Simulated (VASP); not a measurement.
# TiC (Fm-3m) in VASP: a series of runs

Runs on TiC. Level: LDA. Tasks: single point, relaxation of cell and atoms.

Program: VASP 6.6.1. These are calculated values, not measurements. Logs are shortened: lines on timing, memory, paths and dates and some standing lists are left out, and cuts for length are marked.

### Step 1. The cell of the first run

It takes space group Fm-3m (No. 225, cubic). The conventional cell has a = 4.319 Å, b = 4.319 Å, c = 4.319 Å, α = 90.00°, β = 90.00°, γ = 90.00°. Ti (site symmetry m-3m) has 6 C at 2.16 Å within 2.9 Å. Within 2.9 Å of C (site symmetry m-3m) lie 6 Ti at 2.16 Å.

### Step 2. Single point, LDA

INCAR

```
SYSTEM = TiC
ALGO = Normal
EDIFF = 1E-7
ENCUT = 520
GGA = CA
ISIF = 2
ISMEAR = 0
LASPH = .TRUE.
LCHARG = .FALSE.
LREAL = .FALSE.
LWAVE = .FALSE.
NBANDS = 15
NELM = 60
PREC = Accurate
SIGMA = 0.1
```

KPOINTS

```
k-points
0
G
  8 8 8
  0 0 0
```

POSCAR

```
TiC
1.0
    0.0000000000      2.1593000000      2.1593000000
    2.1593000000      0.0000000000      2.1593000000
    2.1593000000      2.1593000000      0.0000000000
Ti C
1 1
Direct
    0.0000000000      0.0000000000      0.0000000000
    0.5000000000      0.5000000000      0.5000000000
```

Potentials or basis: VASP PAW LDA potentials, release 64 (Ti_sv, C).

Command:

```
$ cat potpaw_LDA.64/Ti_sv/POTCAR potpaw_LDA.64/C/POTCAR > POTCAR
$ mpirun -np 1 vasp_std > vasp.out
```

OUTCAR:

```text
SYSTEM = TiC
   EDIFF = 1E-7
   ENCUT = 520
   GGA = CA
   ISIF = 2
   ISMEAR = 0
   LASPH = .TRUE.
   LREAL = .FALSE.
   NELM = 60
   PREC = Accurate

 ion  position               nearest neighbor table
   1  0.000  0.000  0.000-   2 2.16   2 2.16   2 2.16   2 2.16   2 2.16   2 2.16
   2  0.500  0.500  0.500-   1 2.16   1 2.16   1 2.16   1 2.16   1 2.16   1 2.16

  LATTYP: Found a face centered cubic cell.
 ALAT       =     4.3186000000

  Lattice vectors:

 A1 = (   0.0000000000,   2.1593000000,   2.1593000000)
 A2 = (   2.1593000000,   0.0000000000,   2.1593000000)
 A3 = (   2.1593000000,   2.1593000000,   0.0000000000)

Analysis of symmetry for initial positions (statically):
=====================================================================
 Subroutine PRICEL returns:
 Original cell was already a primitive cell.

 Routine SETGRP: Setting up the symmetry group for a
 face centered cubic supercell.

 Subroutine GETGRP returns: Found 48 space group operations
 (whereof 48 operations were pure point group operations)
 out of a pool of 48 trial point group operations.

The static configuration has the point symmetry O_h .

Analysis of symmetry for dynamics (positions and initial velocities):
=====================================================================
 Subroutine PRICEL returns:
 Original cell was already a primitive cell.

 Routine SETGRP: Setting up the symmetry group for a
 face centered cubic supercell.

 Subroutine GETGRP returns: Found 48 space group operations
 (whereof 48 operations were pure point group operations)
 out of a pool of 48 trial point group operations.

The dynamic configuration has the point symmetry O_h .

 Subroutine INISYM returns: Found 48 space group operations
 (whereof 48 operations are pure point group operations),
 and found     1 'primitive' translations

----------------------------------------------------------------------------------------

                                     Primitive cell

  volume of cell :      20.1358

  direct lattice vectors                    reciprocal lattice vectors
     0.000000000  2.159300000  2.159300000    -0.231556523  0.231556523  0.231556523
     2.159300000  0.000000000  2.159300000     0.231556523 -0.231556523  0.231556523
     2.159300000  2.159300000  0.000000000     0.231556523  0.231556523 -0.231556523

  length of vectors
     3.053711345  3.053711345  3.053711345     0.401067663  0.401067663  0.401067663

  position of ions in fractional coordinates (direct lattice)
     0.000000000  0.000000000  0.000000000
     0.500000000  0.500000000  0.500000000

  ion indices of the primitive-cell ions
   primitive index   ion index
                 1           1
                 2           2

----------------------------------------------------------------------------------------

 KPOINTS: k-points

Automatic generation of k-mesh.
 Grid dimensions read from file:
 generate k-points for:    8    8    8

 Generating k-lattice:

  Cartesian coordinates                     Fractional coordinates (reciprocal lattice)
    -0.028944565  0.028944565  0.028944565     0.125000000  0.000000000  0.000000000
     0.028944565 -0.028944565  0.028944565     0.000000000  0.125000000  0.000000000
     0.028944565  0.028944565 -0.028944565     0.000000000  0.000000000  0.125000000

  Length of vectors
     0.050133458  0.050133458  0.050133458

  Shift w.r.t. Gamma in fractional coordinates (k-lattice)
     0.000000000  0.000000000  0.000000000

 Subroutine IBZKPT returns following result:
 ===========================================

 Found     29 irreducible k-points:

 Following reciprocal coordinates:
            Coordinates               Weight
  0.000000  0.000000  0.000000      1.000000
  0.125000  0.000000  0.000000      8.000000
  0.250000  0.000000  0.000000      8.000000
  0.375000  0.000000  0.000000      8.000000
  0.500000  0.000000  0.000000      4.000000
  0.125000  0.125000  0.000000      6.000000
[... 16 lines left out ...]
  0.500000  0.250000  0.125000     48.000000
 -0.375000  0.250000  0.125000     24.000000
 [... further k-points ...]
   k-points           NKPTS =     29   k-points in BZ     NKDIM =     29   number of bands    NBANDS=     15
   number of dos      NEDOS =    301   number of ions     NIONS =      2
   total plane-waves  NPLWV =  13824
   dimension x,y,z NGX =    24 NGY =   24 NGZ =   24
   dimension x,y,z NGXF=    48 NGYF=   48 NGZF=   48
   ions per type =               1   1
   NGX,Y,Z   is equivalent  to a cutoff of  13.07, 13.07, 13.07 a.u.
   NGXF,Y,Z  is equivalent  to a cutoff of  26.13, 26.13, 26.13 a.u.
 SYSTEM =  TiC
   PREC   = accura    normal or accurate (medium, high low for compatibility)
   ISTART =      0    job   : 0-new  1-cont  2-samecut
   ICHARG =      2    charge: 1-file 2-atom 10-const
   ISPIN  =      1    spin polarized calculation?
   LNONCOLLINEAR =      F non collinear calculations
   LSORBIT =      F    spin-orbit coupling
   LASPH  =      T    aspherical Exc in radial PAW
   ENCUT  =  520.0 eV  38.22 Ry    6.18 a.u.   5.68  5.68  5.68*2*pi/ulx,y,z
   NELM   =     60;   NELMIN=  2; NELMDL= -5     # of ELM steps
   EDIFF  = 0.1E-06   stopping-criterion for ELM
   LREAL  =      F    real-space projection
   EDIFFG = 0.1E-05   stopping-criterion for IOM
   NSW    =      0    number of steps for IOM
   IBRION =     -1    ionic relax: 0-MD 1-quasi-New 2-CG
   NFREE  =      0    steps in history (QN), initial steepest desc. (CG)
   ISIF   =      2    stress and relaxation
   ISYM   =      2    0-nonsym 1-usesym 2-fastsym
   POTIM  = 0.5000    time-step for ionic-motion
   TEBEG  =    0.0;   TEEND  =   0.0 temperature during run
   PSTRESS=    0.0 pullay stress
   NELECT =      16.0000    total number of electrons
   NUPDOWN=      -1.0000    fix difference up-down
   EMIN   =  10.00;   EMAX   =-10.00  energy-range for DOS
   EFERMI =   0.00;   METHOD = LEGACY
   ISMEAR =     0;   SIGMA  =   0.10  broadening in eV -4-tet -1-fermi 0-gaus
   EFERMI_NEDOS =   21; number of points for ismear=-14 and -15
   IALGO  =     38    algorithm
   IMIX   =      4    mixing-type and parameters
     AMIX     =   0.40;   BMIX     =  1.00
     AMIX_MAG =   1.60;   BMIX_MAG =  1.00
  volume/ion in A,a.u.               =      10.07        67.94
  Fermi-wavevector in a.u.,A,eV,Ry     =   1.516323  2.865436 31.283015  2.299237
  Thomas-Fermi vector in A             =   2.625728
   LORBIT       =      0    0 simple, 1 ext, 2 COOP (PROOUT), +10 PAW based schemes
   GGA     = CA    functional components
   LHFCALC =     F    Hartree Fock is set to
   AEXX    =    0.0000 exact exchange contribution
   IVDW    =     0    specifies the selected vdW correction
   LEPSILON=     F    determine dielectric tensor
   LRPA    =     F    only Hartree local field effects (RPA)
 non-spin polarized calculation
 Gauss-broadening in eV      SIGMA  =   0.10
  energy-cutoff  :      520.00
  volume of cell :       20.14
 maximum number of plane-waves:       560
   NGX = 11   NGY = 11   NGZ = 11

 number of electron      16.0000002 magnetization

 Free energy of the ion-electron system (eV)
  ---------------------------------------------------
  ext. energy  EPLUGINS =         0.00000000
  ---------------------------------------------------
  free energy    TOTEN  =       -20.51407336 eV

  energy without entropy =      -20.51224397  energy(sigma->0) =      -20.51315866

 E-fermi :   9.2865     XC(G=0): -13.0221

 val. band max:        9.1077352981   @ k =   0.3750   0.3750   0.0000
 cond. band min:       9.3053033586   @ k =   0.1250   0.1250   0.0000
 fundamental gap:      0.1975680606
 Fermi energy:         9.2864607715

 k-point     1 :       0.0000    0.0000    0.0000
  band No.  band energies     occupation
      1     -46.5150      2.00000
      2     -22.9166      2.00000
      3     -22.9166      2.00000
      4     -22.9166      2.00000
      5      -2.9108      2.00000
      6       9.9707      0.00000
      7       9.9707      0.00000
      8       9.9707      0.00000
      9      11.0411      0.00000
     10      11.0411      0.00000
     11      11.0411      0.00000
     12      11.0689      0.00000
     13      11.0689      0.00000
     14      20.0751      0.00000
     15      23.4223      0.00000

 k-point     2 :       0.1250    0.0000    0.0000
  band No.  band energies     occupation
      1     -46.5032      2.00000
      2     -22.9973      2.00000
      3     -22.9242      2.00000
      4     -22.9242      2.00000
      5      -2.5557      2.00000
      6       8.6841      2.00000
      7       9.0431      1.99942
      8       9.0431      1.99942
      9      10.4068      0.00000
     10      10.4068      0.00000
     11      11.5960      0.00000
     12      13.1425      0.00000
     13      13.1425      0.00000
     14      20.5921      0.00000
     15      23.5090      0.00000

 k-point     3 :       0.2500    0.0000    0.0000
  band No.  band energies     occupation
      1     -46.4747      2.00000
      2     -23.1881      2.00000
      3     -22.9424      2.00000
      4     -22.9424      2.00000
      5      -1.5779      2.00000
      6       6.6059      2.00000
      7       7.6258      2.00000
      8       7.6258      2.00000
      9      11.0693      0.00000
     10      11.0693      0.00000
     11      12.1832      0.00000
     12      15.2386      0.00000
     13      15.2386      0.00000
     14      20.5696      0.00000
     15      23.8294      0.00000

 k-point     4 :       0.3750    0.0000    0.0000
  band No.  band energies     occupation
      1     -46.4460      2.00000
      2     -23.3735      2.00000
      3     -22.9605      2.00000
      4     -22.9605      2.00000
      5      -0.2378      2.00000
      6       4.5946      2.00000
      7       6.7230      2.00000
      8       6.7230      2.00000
      9      11.8659      0.00000
     10      11.8659      0.00000
     11      12.9212      0.00000
     12      16.9037      0.00000
     13      16.9037      0.00000
     14      18.7595      0.00000
     15      25.2239      0.00000
[... 307 lines left out ...]
 k-point    22 :       0.3750    0.2500    0.1250
  band No.  band energies     occupation
      1     -46.4533      2.00000
      2     -23.2256      2.00000
      3     -23.0413      2.00000
      4     -22.9713      2.00000
      5      -1.0015      2.00000
      6       5.6927      2.00000
      7       7.4299      2.00000
      8       7.6096      2.00000
      9      10.4150      0.00000
     10      12.0760      0.00000
     11      13.1311      0.00000
     12      13.7211      0.00000
     13      16.4276      0.00000
     14      21.9366      0.00000
     15      23.2242      0.00000

 k-point    23 :       0.5000    0.2500    0.1250
  band No.  band energies     occupation
      1     -46.4302      2.00000
      2     -23.3247      2.00000
      3     -23.0925      2.00000
      4     -22.9978      2.00000
      5      -0.1215      2.00000
      6       4.8898      2.00000
      7       6.5980      2.00000
      8       7.0496      2.00000
      9      11.1838      0.00000
     10      12.4354      0.00000
     11      13.1877      0.00000
     12      14.7317      0.00000
     13      16.8060      0.00000
     14      20.9923      0.00000
     15      23.5028      0.00000

 k-point    24 :      -0.3750    0.2500    0.1250
  band No.  band energies     occupation
      1     -46.4206      2.00000
      2     -23.3678      2.00000
      3     -23.1060      2.00000
      4     -23.0137      2.00000
      5       0.3262      2.00000
      6       4.4759      2.00000
      7       6.3388      2.00000
      8       6.8274      2.00000
      9      11.9422      0.00000
     10      12.0851      0.00000
     11      13.1382      0.00000
     12      15.8524      0.00000
     13      16.2336      0.00000
     14      20.4089      0.00000
     15      23.6323      0.00000

 [... further k-points ...]

------------------------ aborting loop because EDIFF is reached ----------------------------------------

  FORCE on cell =-STRESS in cart. coord.  units (eV):
  Direction    XX          YY          ZZ          XY          YZ          ZX
  --------------------------------------------------------------------------------------
  -------------------------------------------------------------------------------------
  Total       -1.2334128     -1.2334128     -1.2334128      0.0000000      0.0000000     -0.0000000
  in kB      -98.1409110    -98.1409110    -98.1409110      0.0000000      0.0000000     -0.0000000
  external PRESSURE =     -98.1409110 kB  Pullay stress =       0.0000000 kB

 VOLUME and BASIS-vectors are now :
 -----------------------------------------------------------------------------
  energy-cutoff  :      520.00
  volume of cell :       20.14
      direct lattice vectors                 reciprocal lattice vectors
     0.000000000  2.159300000  2.159300000    -0.231556523  0.231556523  0.231556523
     2.159300000  0.000000000  2.159300000     0.231556523 -0.231556523  0.231556523
     2.159300000  2.159300000  0.000000000     0.231556523  0.231556523 -0.231556523

 POSITION                                       TOTAL-FORCE (eV/Angst)
 -----------------------------------------------------------------------------------
      0.00000      0.00000      0.00000        -0.000000      0.000000     -0.000000
      2.15930      2.15930      2.15930         0.000000     -0.000000      0.000000
 -----------------------------------------------------------------------------------
    total drift:                                0.000000     -0.000000     -0.000000

  FREE ENERGIE OF THE ION-ELECTRON SYSTEM (eV)
  ---------------------------------------------------
  free  energy   TOTEN  =       -20.5140733609 eV

  energy  without entropy=      -20.5122439652  energy(sigma->0) =      -20.51315866
```

Run time: 5.1 s. Hardware: 1 thread of Intel Xeon Platinum 8488C (Sapphire Rapids), shared host; peak memory 0.13 GiB.

What came out:

| Quantity | Value |
| --- | --- |
| Free energy | -20.5141 eV |
| Pressure | -9.8 GPa |
| Band gap on the k mesh | zero (band 8 reaches 9.97 eV, above the bottom of band 9 at 8.93 eV) |

Levels at points of the mesh, in eV from the Fermi level:
| k point | band 6 | band 7 | band 8 | band 9 | band 10 | band 11 |
| --- | --- | --- | --- | --- | --- | --- |
| (0.00, 0.00, 0.00) | 0.68 | 0.68 | 0.68 | 1.75 | 1.75 | 1.75 |
| (0.50, 0.00, 0.00) | -5.81 | -2.87 | -2.87 | 2.96 | 2.96 | 4.16 |
| (0.50, 0.50, 0.00) | -3.32 | -1.65 | 0.05 | 0.05 | 2.80 | 3.56 |

### Step 3. Single point, LDA

This run uses another cell than the first one, of 9.67 Å³/atom, 0.961 times its volume.

INCAR

```
PREC     = Accurate       # precision mode
ENCUT    = 520            # plane-wave cutoff, eV
EDIFF    = 1E-6           # SCF threshold, eV
ISMEAR   = 0              # smearing method
SIGMA    = 0.1            # smearing width, eV
LREAL    = False          # projectors in reciprocal space
LASPH    = True           # aspherical terms in the spheres
NELM     = 80             # most SCF steps
ALGO     = Normal         # electronic algorithm
ISIF     = 2              # what is computed and relaxed
LWAVE    = False          # write WAVECAR
LCHARG   = False          # write CHGCAR
NBANDS   = 15             # bands
```

KPOINTS

```
Automatic mesh
0
Gamma
  8 8 8
```

POSCAR

```
TiC
1.0
    0.0000000000      2.1305402942      2.1305402942
    2.1305402942      0.0000000000      2.1305402942
    2.1305402942      2.1305402942      0.0000000000
Ti C
1 1
Direct
    0.0000000000      0.0000000000      0.0000000000
    0.5000000000      0.5000000000      0.5000000000
```

Potentials or basis: VASP PAW LDA potentials, release 64 (Ti_sv, C).

Command:

```
$ cat potpaw_LDA.64/Ti_sv/POTCAR potpaw_LDA.64/C/POTCAR > POTCAR
$ mpirun -np 1 vasp_std > vasp.out
```

Wall time 4.6 s (1 thread of Intel Xeon Platinum 8488C (Sapphire Rapids), shared host); peak memory 0.13 GiB.

It converged, with:

| Property | Result |
| --- | --- |
| Free energy | -20.5372 eV |
| Pressure | 0.7 GPa |
| Band gap on the k mesh | zero (band 8 reaches 10.47 eV, above the bottom of band 9 at 9.41 eV) |

Levels at points of the mesh, in eV from the Fermi level:
| k point | band 5 | band 6 | band 7 | band 8 | band 9 | band 10 | band 11 | band 12 |
| --- | --- | --- | --- | --- | --- | --- | --- | --- |
| (0.00, 0.00, 0.00) | -12.38 | 0.70 | 0.70 | 0.70 | 1.80 | 1.80 | 1.80 | 1.87 |
| (0.50, 0.00, 0.00) | -8.60 | -6.00 | -3.01 | -3.01 | 3.12 | 3.12 | 4.40 | 8.60 |
| (0.50, 0.50, 0.00) | -10.07 | -3.35 | -1.78 | 0.09 | 0.09 | 2.95 | 3.77 | 3.77 |

(Part 1 of 2 ends here.)
